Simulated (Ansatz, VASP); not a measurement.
# Two plane-wave programs on Ni3Ge

```
CELL_PARAMETERS angstrom
0.00000 -3.52491 0.00000
0.00000 0.00000 -3.52491
11.07474 0.00000 0.00000
ATOMIC_POSITIONS crystal
Ni 0.00000 0.50000 0.87528
Ni 0.00000 0.50000 0.23871
Ni 0.00000 0.50000 0.55700
Ni 0.50000 0.50000 0.71614
Ni 0.50000 0.50000 0.07957
Ni 0.50000 0.50000 0.39786
Ni 0.50000 0.00000 0.87528
Ni 0.50000 0.00000 0.23871
Ni 0.50000 0.00000 0.55700
Ge 0.00000 0.00000 0.07957
Ge 0.00000 0.00000 0.39786
Ge 0.00000 0.00000 0.71614
```

Alike in both runs: task single point; functional PBEsol; k mesh 13 × 13 × 5; occupations gaussian, width 0.15 eV; no spin polarisation.

|  | VASP | Ansatz |
| --- | --- | --- |
| version | VASP 6.6.1 | Ansatz 0.2.0 |
| potentials or method | VASP PAW PBE potentials, release 64 (Ni, Ge_d), cutoff 520 eV | scalar-relativistic, plane waves, PAW |
| valence electrons in the cell | 132 | 204 |

|  | VASP | Ansatz | Ansatz less VASP |
| --- | --- | --- | --- |
| gap on the k mesh at the Fermi level (eV) | none | none | - |
| pressure (GPa) | -5.1 | -5.4 | -0.24 |
| traceless stress, the component that is largest in VASP (GPa) | -3.29 | -3.34 | -0.047 |
| rms of the force components (eV/Å) | 0.376 | 0.378 | +0.0012 |

VASP's potentials were made for PBE, not for PBEsol. Atom by atom the forces differ by 0.003 eV/Å (rms over components). A gap of «none» marks a metal or a gap that the smearing closes. VASP's potentials hold 132 valence electrons a cell and Ansatz's 204, so a difference there can come from the potentials and not from the codes.
